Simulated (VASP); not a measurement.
# PtSe (rocksalt type) (I4/mmm) in VASP: electric field gradients with PBE

Aim: the electric field gradients of PtSe (rocksalt type) with PBE.

Program: VASP 6.6.1. These are calculated values, not measurements. Logs are shortened: lines on timing, memory, paths and dates and some standing lists are left out, and cuts for length are marked.

## (1) The cell of the first run

It takes space group I4/mmm (No. 139, tetragonal). Conventional cell: a = 3.797 Å, b = 3.797 Å, c = 5.129 Å, α = 90.00°, β = 90.00°, γ = 90.00°. Within 3.4 Å of Pt (site symmetry 4/mmm) lie 6 Se at 2.56 to 2.68 Å. Within 3.4 Å of Se (site symmetry 4/mmm) lie 6 Pt at 2.56 to 2.68 Å.

## (2) Electric field gradients, PBE (z stretched by -3 % at fixed volume)

Contents of INCAR:

```
SYSTEM = PtSe
ALGO     = Normal         ! electronic algorithm
EDIFF    = 1E-8           ! SCF threshold, eV
ENCUT    = 520            ! plane-wave cutoff, eV
GGA      = PE             ! functional
ISIF     = 2              ! what is computed and relaxed
ISMEAR   = -1             ! smearing method
LASPH    = .TRUE.         ! aspherical terms in the spheres
LCHARG   = .FALSE.        ! write CHGCAR
LEFG     = .TRUE.       
LREAL    = .FALSE.        ! projectors in reciprocal space
LWAVE    = .FALSE.        ! write WAVECAR
NBANDS   = 15             ! bands
NELM     = 60             ! most SCF steps
PREC     = Accurate       ! precision mode
SIGMA    = 0.03           ! smearing width, eV
```

Contents of KPOINTS:

```
k-points
0
G
  11 11 11
  0 0 0
```

Contents of POSCAR:

```
PtSe
1.0
    0.0000000000      2.6845407477      2.5646470285
    2.6845407477      0.0000000000      2.5646470285
    2.6845407477      2.6845407477      0.0000000000
Pt Se
1 1
Direct
    0.0000000000      0.0000000000      0.0000000000
    0.5000000000      0.5000000000      0.5000000000
```

Potentials or basis: VASP PAW PBE potentials, release 64 (Pt, Se).

Started as:

```console
$ cat potpaw_PBE.64/Pt/POTCAR potpaw_PBE.64/Se/POTCAR > POTCAR
$ mpirun -np 1 vasp_std > vasp.out
```

OUTCAR:

```text
SYSTEM = PtSe
   EDIFF = 1E-8
   ENCUT = 520
   GGA = PE
   ISIF = 2
   ISMEAR = -1
   LASPH = .TRUE.
   LREAL = .FALSE.
   NELM = 60
   PREC = Accurate

 ion  position               nearest neighbor table
   1  0.000  0.000  0.000-   2 2.56   2 2.56   2 2.68   2 2.68   2 2.68   2 2.68
   2  0.500  0.500  0.500-   1 2.56   1 2.56   1 2.68   1 2.68   1 2.68   1 2.68

  LATTYP: Found a body centered tetragonal cell.
 ALAT       =     3.7965139341
 C/A-ratio  =     1.3510536629

  Lattice vectors:

 A1 = (   0.0000000000,  -2.6845407477,  -2.5646470285)
 A2 = (   0.0000000000,   2.6845407477,  -2.5646470285)
 A3 = (   2.6845407477,   0.0000000000,   2.5646470285)

Analysis of symmetry for initial positions (statically):
=====================================================================
 Subroutine PRICEL returns:
 Original cell was already a primitive cell.

 Routine SETGRP: Setting up the symmetry group for a
 body centered tetragonal supercell.

 Subroutine GETGRP returns: Found 16 space group operations
 (whereof 16 operations were pure point group operations)
 out of a pool of 16 trial point group operations.

The static configuration has the point symmetry D_4h.

Analysis of symmetry for dynamics (positions and initial velocities):
=====================================================================
 Subroutine PRICEL returns:
 Original cell was already a primitive cell.

 Routine SETGRP: Setting up the symmetry group for a
 body centered tetragonal supercell.

 Subroutine GETGRP returns: Found 16 space group operations
 (whereof 16 operations were pure point group operations)
 out of a pool of 16 trial point group operations.

The dynamic configuration has the point symmetry D_4h.

 Subroutine INISYM returns: Found 16 space group operations
 (whereof 16 operations are pure point group operations),
 and found     1 'primitive' translations

----------------------------------------------------------------------------------------

                                     Primitive cell

  volume of cell :      36.9656

  direct lattice vectors                    reciprocal lattice vectors
     0.000000000  2.684540748  2.564647029    -0.186251596  0.186251596  0.194958602
     2.684540748  0.000000000  2.564647029     0.186251596 -0.186251596  0.194958602
     2.684540748  2.684540748  0.000000000     0.186251596  0.186251596 -0.194958602

  length of vectors
     3.712704325  3.712704325  3.796513934     0.327701344  0.327701344  0.327701344

  position of ions in fractional coordinates (direct lattice)
     0.000000000  0.000000000  0.000000000
     0.500000000  0.500000000  0.500000000

  ion indices of the primitive-cell ions
   primitive index   ion index
                 1           1
                 2           2

----------------------------------------------------------------------------------------

 KPOINTS: k-points

Automatic generation of k-mesh.
 Grid dimensions read from file:
 generate k-points for:   11   11   11

 Generating k-lattice:

  Cartesian coordinates                     Fractional coordinates (reciprocal lattice)
    -0.016931963  0.016931963  0.017723509     0.090909091  0.000000000  0.000000000
     0.016931963 -0.016931963  0.017723509     0.000000000  0.090909091  0.000000000
     0.016931963  0.016931963 -0.017723509    -0.000000000 -0.000000000  0.090909091

  Length of vectors
     0.029791031  0.029791031  0.029791031

  Shift w.r.t. Gamma in fractional coordinates (k-lattice)
     0.000000000  0.000000000  0.000000000

 Subroutine IBZKPT returns following result:
 ===========================================

 Found    126 irreducible k-points:

 Following reciprocal coordinates:
            Coordinates               Weight
  0.000000  0.000000  0.000000      1.000000
  0.090909 -0.000000  0.000000      8.000000
  0.181818 -0.000000  0.000000      8.000000
  0.272727 -0.000000  0.000000      8.000000
  0.363636 -0.000000  0.000000      8.000000
  0.454545 -0.000000  0.000000      8.000000
[... 16 lines left out ...]
 -0.272727  0.181818  0.000000      8.000000
 -0.181818  0.181818  0.000000      4.000000
 [... further k-points ...]
   k-points           NKPTS =    126   k-points in BZ     NKDIM =    126   number of bands    NBANDS=     15
   number of dos      NEDOS =    301   number of ions     NIONS =      2
   total plane-waves  NPLWV =  21952
   dimension x,y,z NGX =    28 NGY =   28 NGZ =   28
   dimension x,y,z NGXF=    56 NGYF=   56 NGZF=   56
   ions per type =               1   1
   NGX,Y,Z   is equivalent  to a cutoff of  12.54, 12.54, 12.26 a.u.
   NGXF,Y,Z  is equivalent  to a cutoff of  25.08, 25.08, 24.52 a.u.
 SYSTEM =  PtSe
   PREC   = accura    normal or accurate (medium, high low for compatibility)
   ISTART =      0    job   : 0-new  1-cont  2-samecut
   ICHARG =      2    charge: 1-file 2-atom 10-const
   ISPIN  =      1    spin polarized calculation?
   LNONCOLLINEAR =      F non collinear calculations
   LSORBIT =      F    spin-orbit coupling
   LASPH  =      T    aspherical Exc in radial PAW
   ENCUT  =  520.0 eV  38.22 Ry    6.18 a.u.   6.90  6.90  7.06*2*pi/ulx,y,z
   NELM   =     60;   NELMIN=  2; NELMDL= -5     # of ELM steps
   EDIFF  = 0.1E-07   stopping-criterion for ELM
   LREAL  =      F    real-space projection
   EDIFFG = 0.1E-06   stopping-criterion for IOM
   NSW    =      0    number of steps for IOM
   IBRION =     -1    ionic relax: 0-MD 1-quasi-New 2-CG
   NFREE  =      0    steps in history (QN), initial steepest desc. (CG)
   ISIF   =      2    stress and relaxation
   ISYM   =      2    0-nonsym 1-usesym 2-fastsym
   POTIM  = 0.5000    time-step for ionic-motion
   TEBEG  =    0.0;   TEEND  =   0.0 temperature during run
   PSTRESS=    0.0 pullay stress
   NELECT =      16.0000    total number of electrons
   NUPDOWN=      -1.0000    fix difference up-down
   EMIN   =  10.00;   EMAX   =-10.00  energy-range for DOS
   EFERMI =   0.00;   METHOD = LEGACY
   ISMEAR =    -1;   SIGMA  =   0.03  broadening in eV -4-tet -1-fermi 0-gaus
   EFERMI_NEDOS =   21; number of points for ismear=-14 and -15
   IALGO  =     38    algorithm
   IMIX   =      4    mixing-type and parameters
     AMIX     =   0.40;   BMIX     =  1.00
     AMIX_MAG =   1.60;   BMIX_MAG =  1.00
  volume/ion in A,a.u.               =      18.48       124.73
  Fermi-wavevector in a.u.,A,eV,Ry     =   1.238366  2.340172 20.865213  1.533550
  Thomas-Fermi vector in A             =   2.372894
   LORBIT       =      0    0 simple, 1 ext, 2 COOP (PROOUT), +10 PAW based schemes
   GGA     = PE    functional components
   LHFCALC =     F    Hartree Fock is set to
   AEXX    =    0.0000 exact exchange contribution
   IVDW    =     0    specifies the selected vdW correction
   LEPSILON=     F    determine dielectric tensor
   LRPA    =     F    only Hartree local field effects (RPA)
 non-spin polarized calculation
  energy-cutoff  :      520.00
  volume of cell :       36.97
 maximum number of plane-waves:      1007
   NGX = 13   NGY = 13   NGZ = 15

 number of electron      16.0000004 magnetization

 Free energy of the ion-electron system (eV)
  ---------------------------------------------------
  ext. energy  EPLUGINS =         0.00000000
  ---------------------------------------------------
  free energy    TOTEN  =        -9.60285523 eV

  energy without entropy =       -9.59945813  energy(sigma->0) =       -9.60115668

 E-fermi :   7.4830     XC(G=0): -11.4771

 val. band max:        7.4821055893   @ k =   0.3636   0.2727   0.0000
 cond. band min:       7.5184010613   @ k =  -0.3636   0.3636   0.0000
 fundamental gap:      0.0362954719
 Fermi energy:         7.4829690382

 k-point     1 :       0.0000    0.0000    0.0000
  band No.  band energies     occupation
      1      -7.7338      2.00000
      2       4.2634      2.00000
      3       4.2634      2.00000
      4       4.3296      2.00000
      5       4.4121      2.00000
      6       4.5801      2.00000
      7       5.9161      2.00000
      8       6.1031      2.00000
      9       6.1031      2.00000
     10       8.8745      0.00000
     11      17.3411      0.00000
     12      18.8682      0.00000
     13      19.0337      0.00000
     14      19.0337      0.00000
     15      20.2226      0.00000

 k-point     2 :       0.0909   -0.0000    0.0000
  band No.  band energies     occupation
      1      -7.6387      2.00000
      2       3.8948      2.00000
      3       3.9809      2.00000
      4       4.0006      2.00000
      5       4.3697      2.00000
      6       4.5648      2.00000
      7       5.5874      2.00000
      8       6.5638      2.00000
      9       6.6076      2.00000
     10       9.7010      0.00000
     11      16.8341      0.00000
     12      18.4036      0.00000
     13      18.5090      0.00000
     14      18.8000      0.00000
     15      20.0312      0.00000

 k-point     3 :       0.1818   -0.0000    0.0000
  band No.  band energies     occupation
      1      -7.3664      2.00000
      2       2.9348      2.00000
      3       3.2187      2.00000
      4       3.3356      2.00000
      5       4.5708      2.00000
      6       4.7060      2.00000
      7       5.3581      2.00000
      8       7.5599      0.14288
      9       7.6025      0.03647
     10      11.1177      0.00000
     11      15.5595      0.00000
     12      16.9912      0.00000
     13      17.7031      0.00000
     14      18.7407      0.00000
     15      20.0935      0.00000
[... 343 lines left out ...]
 k-point    23 :      -0.2727    0.1818    0.0000
  band No.  band energies     occupation
      1      -6.5829      2.00000
      2       1.0395      2.00000
      3       2.4034      2.00000
      4       2.6876      2.00000
      5       4.9201      2.00000
      6       5.2846      2.00000
      7       5.8086      2.00000
      8       6.9800      2.00000
      9       9.8187      0.00000
     10      12.3889      0.00000
     11      13.9722      0.00000
     12      14.8270      0.00000
     13      15.8649      0.00000
     14      19.3544      0.00000
     15      21.8759      0.00000

 k-point    24 :      -0.1818    0.1818    0.0000
  band No.  band energies     occupation
      1      -6.9264      2.00000
      2       1.6663      2.00000
      3       2.6354      2.00000
      4       3.1140      2.00000
      5       4.6858      2.00000
      6       5.1474      2.00000
      7       6.0049      2.00000
      8       6.4175      2.00000
      9       9.3912      0.00000
     10      12.7111      0.00000
     11      14.0040      0.00000
     12      15.4243      0.00000
     13      15.7490      0.00000
     14      19.0608      0.00000
     15      21.6147      0.00000

 [... further k-points ...]
[... 5 lines left out ...]
  --------------------------------------------------------------------------------------
  -------------------------------------------------------------------------------------
  Total       -0.5611358     -0.5611358      1.5503971      0.0000000      0.0000000      0.0000000
  in kB      -24.3209758    -24.3209758     67.1979377      0.0000000      0.0000000      0.0000000
  external PRESSURE =       6.1853287 kB  Pullay stress =       0.0000000 kB

 VOLUME and BASIS-vectors are now :
 -----------------------------------------------------------------------------
  energy-cutoff  :      520.00
  volume of cell :       36.97
      direct lattice vectors                 reciprocal lattice vectors
     0.000000000  2.684540748  2.564647029    -0.186251596  0.186251596  0.194958602
     2.684540748  0.000000000  2.564647029     0.186251596 -0.186251596  0.194958602
     2.684540748  2.684540748  0.000000000     0.186251596  0.186251596 -0.194958602

 POSITION                                       TOTAL-FORCE (eV/Angst)
 -----------------------------------------------------------------------------------
      0.00000      0.00000      0.00000         0.000000      0.000000     -0.000000
      2.68454      2.68454      2.56465        -0.000000     -0.000000      0.000000
 -----------------------------------------------------------------------------------
    total drift:                               -0.000000      0.000000      0.000000

  FREE ENERGIE OF THE ION-ELECTRON SYSTEM (eV)
  ---------------------------------------------------
  free  energy   TOTEN  =        -9.6028552282 eV

  energy  without entropy=       -9.5994581282  energy(sigma->0) =       -9.60115668

 Electric field gradients (V/A^2)
---------------------------------------------------------------------
 ion       V_xx      V_yy      V_zz      V_xy      V_xz      V_yz
---------------------------------------------------------------------
   1      37.809    37.809   -75.617    -0.000    -0.000    -0.000
   2       9.170     9.170   -18.339     0.000    -0.000    -0.000
---------------------------------------------------------------------

 Electric field gradients after diagonalization (V/A^2)
 (convention: |V_zz| > |V_xx| > |V_yy|)
----------------------------------------------------------------------
 ion       V_xx      V_yy      V_zz     asymmetry (V_yy - V_xx)/ V_zz
----------------------------------------------------------------------
   1      37.809    37.809   -75.617       0.000
   2       9.170     9.169   -18.339       0.000
----------------------------------------------------------------------

           NMR quadrupolar parameters

 Cq : quadrupolar parameter    Cq=e*Q*V_zz/h
 eta: asymmetry parameters     (V_yy - V_xx)/ V_zz
 Q  : nuclear electric quadrupole moment in mb (millibarn)
----------------------------------------------------------------------
 ion       Cq(MHz)       eta       Q (mb)
----------------------------------------------------------------------
   1      -0.183       0.000       1.000
   2      -0.044       0.000       1.000
----------------------------------------------------------------------
```

Wall time 32 s (1 thread of Intel Xeon 6975P-C (Granite Rapids), shared host); peak memory 0.21 GiB.

What came out:

- Free energy: -9.6029 eV
- Pressure: 0.6 GPa
- Band gap on the k mesh: zero (band 8 reaches 10.05 eV, above the bottom of band 9 at 6.10 eV)

Stress tensor (GPa, compression positive):
```
-2.43  0.00  0.00
 0.00 -2.43  0.00
 0.00  0.00  6.72
```

Levels at points of the mesh, in eV from the Fermi level:
```csv
k point,band 4,band 5,band 6,band 7,band 8,band 9,band 10,band 11,band 12,band 13
"(0.00, 0.00, 0.00)",-3.15,-3.07,-2.90,-1.57,-1.38,-1.38,1.39,9.86,11.39,11.55
```

Electric field gradients, principal values (V/Å²):
| atom | least | middle | greatest (by size) |
| --- | --- | --- | --- |
| 1 Pt | 37.809 | 37.809 | -75.617 |
| 2 Se | 9.169 | 9.170 | -18.339 |

Caveat: without QUAD_EFG the Cq values of the log hold for a quadrupole moment of 1 mb, not for the nuclei; spin-orbit coupling is left out, which moves the levels of the heavy elements.
